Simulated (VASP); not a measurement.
# Pt (Fm-3m) in VASP: a series of runs, part 2 of 2

VASP 6.6.1.

### Step 4. Relaxation of cell and atoms, PBE

This run uses another cell than the first one, of 17.97 Å³/atom.

Input file INCAR:

```
SYSTEM = Pt
PREC     = Accurate       ! precision mode
ENCUT    = 500            ! plane-wave cutoff, eV
EDIFF    = 1E-7           ! SCF threshold, eV
ISMEAR   = 0              ! smearing method
SIGMA    = 0.1            ! smearing width, eV
LREAL    = .FALSE.        ! projectors in reciprocal space
LASPH    = .TRUE.         ! aspherical terms in the spheres
NELM     = 120            ! most SCF steps
ALGO     = Normal         ! electronic algorithm
ISIF     = 3              ! what is computed and relaxed
LWAVE    = .FALSE.        ! write WAVECAR
LCHARG   = .FALSE.        ! write CHGCAR
GGA      = PE             ! functional
IBRION   = 2              ! ionic algorithm
NSW      = 80             ! ionic steps
EDIFFG   = -0.05          ! ionic threshold
GGA_COMPAT= .FALSE.      
NELMIN   = 4
```

Input file KPOINTS:

```
Automatic mesh
0
G
  8 8 8
  0 0 0
```

Input file POSCAR:

```
Pt
1.0
    0.0000000000      2.0789480793      2.0789480793
    2.0789480793      0.0000000000      2.0789480793
    2.0789480793      2.0789480793      0.0000000000
Pt
1
Direct
    0.0000000000      0.0000000000      0.0000000000
```

Potentials or basis: VASP PAW PBE potentials, release 64 (Pt).

Started as:

```sh
> cat potpaw_PBE.64/Pt/POTCAR > POTCAR
> mpirun -np 1 vasp_std > vasp.out
```

OUTCAR:

```text
SYSTEM = Pt
   PREC = Accurate
   ENCUT = 500
   EDIFF = 1E-7
   ISMEAR = 0
   LREAL = .FALSE.
   LASPH = .TRUE.
   NELM = 120
   ISIF = 3
   GGA = PE
   IBRION = 2
   NSW = 80
   EDIFFG = -0.05
   NELMIN = 4

 ion  position               nearest neighbor table
   1  0.000  0.000  0.000-

  LATTYP: Found a face centered cubic cell.
 ALAT       =     4.1578961586

  Lattice vectors:

 A1 = (   0.0000000000,   2.0789480793,   2.0789480793)
 A2 = (   2.0789480793,   0.0000000000,   2.0789480793)
 A3 = (   2.0789480793,   2.0789480793,   0.0000000000)

Analysis of symmetry for initial positions (statically):
=====================================================================
 Subroutine PRICEL returns:
 Original cell was already a primitive cell.

 Routine SETGRP: Setting up the symmetry group for a
 face centered cubic supercell.

 Subroutine GETGRP returns: Found 48 space group operations
 (whereof 48 operations were pure point group operations)
 out of a pool of 48 trial point group operations.

The static configuration has the point symmetry O_h .

Analysis of symmetry for dynamics (positions and initial velocities):
=====================================================================
 Subroutine PRICEL returns:
 Original cell was already a primitive cell.

 Routine SETGRP: Setting up the symmetry group for a
 face centered cubic supercell.

 Subroutine GETGRP returns: Found 48 space group operations
 (whereof 48 operations were pure point group operations)
 out of a pool of 48 trial point group operations.

The dynamic configuration has the point symmetry O_h .

 Subroutine INISYM returns: Found 48 space group operations
 (whereof 48 operations are pure point group operations),
 and found     1 'primitive' translations

----------------------------------------------------------------------------------------

                                     Primitive cell

  volume of cell :      17.9705

  direct lattice vectors                    reciprocal lattice vectors
     0.000000000  2.078948079  2.078948079    -0.240506247  0.240506247  0.240506247
     2.078948079  0.000000000  2.078948079     0.240506247 -0.240506247  0.240506247
     2.078948079  2.078948079  0.000000000     0.240506247  0.240506247 -0.240506247

  length of vectors
     2.940076569  2.940076569  2.940076569     0.416569039  0.416569039  0.416569039

  position of ions in fractional coordinates (direct lattice)
     0.000000000  0.000000000  0.000000000

  ion indices of the primitive-cell ions
   primitive index   ion index
                 1           1

----------------------------------------------------------------------------------------

 KPOINTS: Automatic mesh

Automatic generation of k-mesh.
 Grid dimensions read from file:
 generate k-points for:    8    8    8

 Generating k-lattice:

  Cartesian coordinates                     Fractional coordinates (reciprocal lattice)
    -0.030063281  0.030063281  0.030063281     0.125000000  0.000000000  0.000000000
     0.030063281 -0.030063281  0.030063281     0.000000000  0.125000000  0.000000000
     0.030063281  0.030063281 -0.030063281     0.000000000  0.000000000  0.125000000

  Length of vectors
     0.052071130  0.052071130  0.052071130

  Shift w.r.t. Gamma in fractional coordinates (k-lattice)
     0.000000000  0.000000000  0.000000000

 Subroutine IBZKPT returns following result:
 ===========================================

 Found     29 irreducible k-points:

 Following reciprocal coordinates:
            Coordinates               Weight
  0.000000  0.000000  0.000000      1.000000
  0.125000  0.000000  0.000000      8.000000
  0.250000  0.000000  0.000000      8.000000
  0.375000  0.000000  0.000000      8.000000
  0.500000  0.000000  0.000000      4.000000
  0.125000  0.125000  0.000000      6.000000
[... 16 lines left out ...]
  0.500000  0.250000  0.125000     48.000000
 -0.375000  0.250000  0.125000     24.000000
 [... further k-points ...]
   k-points           NKPTS =     29   k-points in BZ     NKDIM =     29   number of bands    NBANDS=      9
   number of dos      NEDOS =    301   number of ions     NIONS =      1
   total plane-waves  NPLWV =  13824
   dimension x,y,z NGX =    24 NGY =   24 NGZ =   24
   dimension x,y,z NGXF=    48 NGYF=   48 NGZF=   48
   ions per type =               1
   NGX,Y,Z   is equivalent  to a cutoff of  13.57, 13.57, 13.57 a.u.
   NGXF,Y,Z  is equivalent  to a cutoff of  27.14, 27.14, 27.14 a.u.
 SYSTEM =  Pt
   PREC   = accura    normal or accurate (medium, high low for compatibility)
   ISTART =      0    job   : 0-new  1-cont  2-samecut
   ICHARG =      2    charge: 1-file 2-atom 10-const
   ISPIN  =      1    spin polarized calculation?
   LNONCOLLINEAR =      F non collinear calculations
   LSORBIT =      F    spin-orbit coupling
   LASPH  =      T    aspherical Exc in radial PAW
   ENCUT  =  500.0 eV  36.75 Ry    6.06 a.u.   5.36  5.36  5.36*2*pi/ulx,y,z
   NELM   =    120;   NELMIN=  4; NELMDL= -5     # of ELM steps
   EDIFF  = 0.1E-06   stopping-criterion for ELM
   LREAL  =      F    real-space projection
   EDIFFG = -.5E-01   stopping-criterion for IOM
   NSW    =     80    number of steps for IOM
   IBRION =      2    ionic relax: 0-MD 1-quasi-New 2-CG
   NFREE  =      1    steps in history (QN), initial steepest desc. (CG)
   ISIF   =      3    stress and relaxation
   ISYM   =      2    0-nonsym 1-usesym 2-fastsym
   POTIM  = 0.5000    time-step for ionic-motion
   TEBEG  =    0.0;   TEEND  =   0.0 temperature during run
   PSTRESS=    0.0 pullay stress
   NELECT =      10.0000    total number of electrons
   NUPDOWN=      -1.0000    fix difference up-down
   EMIN   =  10.00;   EMAX   =-10.00  energy-range for DOS
   EFERMI =   0.00;   METHOD = LEGACY
   ISMEAR =     0;   SIGMA  =   0.10  broadening in eV -4-tet -1-fermi 0-gaus
   EFERMI_NEDOS =   21; number of points for ismear=-14 and -15
   IALGO  =     38    algorithm
   IMIX   =      4    mixing-type and parameters
     AMIX     =   0.40;   BMIX     =  1.00
     AMIX_MAG =   1.60;   BMIX_MAG =  1.00
  volume/ion in A,a.u.               =      17.97       121.27
  Fermi-wavevector in a.u.,A,eV,Ry     =   1.346546  2.544603 24.669894  1.813186
  Thomas-Fermi vector in A             =   2.474369
   LORBIT       =      0    0 simple, 1 ext, 2 COOP (PROOUT), +10 PAW based schemes
   GGA     = PE    functional components
   LHFCALC =     F    Hartree Fock is set to
   AEXX    =    0.0000 exact exchange contribution
   IVDW    =     0    specifies the selected vdW correction
   LEPSILON=     F    determine dielectric tensor
   LRPA    =     F    only Hartree local field effects (RPA)
 conjugate gradient relaxation of ions
 non-spin polarized calculation
 Gauss-broadening in eV      SIGMA  =   0.10
  energy-cutoff  :      500.00
  volume of cell :       17.97
 maximum number of plane-waves:       469
 NGX is ok and might be reduce to    24
   NGX = 11   NGY = 11   NGZ = 11

--------------------------------------- Ionic step        1  -------------------------------------------

 number of electron      10.0000001 magnetization

 Free energy of the ion-electron system (eV)
  ---------------------------------------------------
  ext. energy  EPLUGINS =         0.00000000
  ---------------------------------------------------
  free energy    TOTEN  =        -5.87959567 eV

  energy without entropy =       -5.86562191  energy(sigma->0) =       -5.87260879

 E-fermi :   8.1440     XC(G=0): -12.4607

 val. band max:        8.0514442614   @ k =   0.3750   0.2500   0.0000
 cond. band min:       8.1502709908   @ k =   0.5000   0.5000   0.0000
 fundamental gap:      0.0988267293
 Fermi energy:         8.1439915327

 k-point     1 :       0.0000    0.0000    0.0000
  band No.  band energies     occupation
      1      -0.1895      2.00000
      2       5.3394      2.00000
      3       5.3394      2.00000
      4       5.3394      2.00000
      5       6.9430      2.00000
      6       6.9430      2.00000
      7      23.1584      0.00000
      8      27.1470      0.00000
      9      27.1470      0.00000
[... 413 lines left out ...]
  energy  without entropy=       -6.0786795541  energy(sigma->0) =       -6.08346810

--------------------------------------- Ionic step        5  -------------------------------------------

 number of electron      10.0000002 magnetization

 Free energy of the ion-electron system (eV)
  ---------------------------------------------------
  ext. energy  EPLUGINS =         0.00000000
  ---------------------------------------------------
  free energy    TOTEN  =        -6.08856009 eV

  energy without entropy =       -6.07907980  energy(sigma->0) =       -6.08381995

 E-fermi :  10.5867     XC(G=0): -13.3065

 val. band max:       10.4552812162   @ k =  -0.3750   0.3750   0.0000
 cond. band min:      10.5944827085   @ k =  -0.2500   0.1250   0.0000
 fundamental gap:      0.1392014923
 Fermi energy:        10.5867348483

 k-point     1 :       0.0000    0.0000    0.0000
  band No.  band energies     occupation
      1       0.7988      2.00000
      2       7.0334      2.00000
      3       7.0334      2.00000
      4       7.0334      2.00000
      5       9.0713      2.00000
      6       9.0713      2.00000
      7      25.3892      0.00000
      8      30.1720      0.00000
      9      30.1720      0.00000
[... 304 lines left out ...]
  FREE ENERGIE OF THE ION-ELECTRON SYSTEM (eV)
  ---------------------------------------------------
  free  energy   TOTEN  =        -6.0885600913 eV

  energy  without entropy=       -6.0790798014  energy(sigma->0) =       -6.08381995

 reached required accuracy - stopping structural energy minimisation
```

Run time: 17 s. Hardware: 1 thread of Intel Xeon 8259CL, shared host; peak memory 0.15 GiB.

What came out:

| Property | Result |
| --- | --- |
| Free energy | -6.0886 eV |
| Relaxed volume | 15.57 Å³/atom |
| Relaxed cell | a = 2.803 Å, b = 2.803 Å, c = 2.803 Å, α = 60.00°, β = 60.00°, γ = 60.00° |
| Space group after relaxing (to 0.1 Å) | Fm-3m (No. 225) |
| Pressure after relaxing | 0.0 GPa |
| Band gap on the k mesh | zero (bands 5 and 6 overlap by 2.10 eV) |

Final structure:
```xyz
1
Lattice="0.0000 1.9820 1.9820 1.9820 0.0000 1.9820 1.9820 1.9820 0.0000" Properties=species:S:1:pos:R:3 pbc="T T T"
Pt    0.0000    0.0000    0.0000
```

Caveat: spin-orbit coupling is left out, which moves the levels of the heavy elements.

### Step 5. Overview

```tsv
task	cell	gap on the mesh (eV)	pressure (GPa)
single point	a = 2.805 Å, angles 60.0°, 1 atom	none	-0.5
single point	a = 2.940 Å, angles 60.0°, 1 atom	none	-23.8
relaxation of cell and atoms	relaxed from a = 2.940 Å, angles 60.0°, 1 atom	none	0.0
```

Alike in all rows: level PBE; potentials or basis VASP PAW PBE potentials, release 64 (Pt); no spin polarisation; k mesh 8 × 8 × 8; cutoff (eV) 500; smearing gaussian 0.1 eV.

Caveats: spin-orbit coupling is left out, which moves the levels of the heavy elements; the cell stands under tension (at least some runs).

Total energies depend on the potentials used, so only differences within one code and one set of settings carry meaning.

The gap in the log of VASP goes by the Fermi energy; the results here count the filled bands.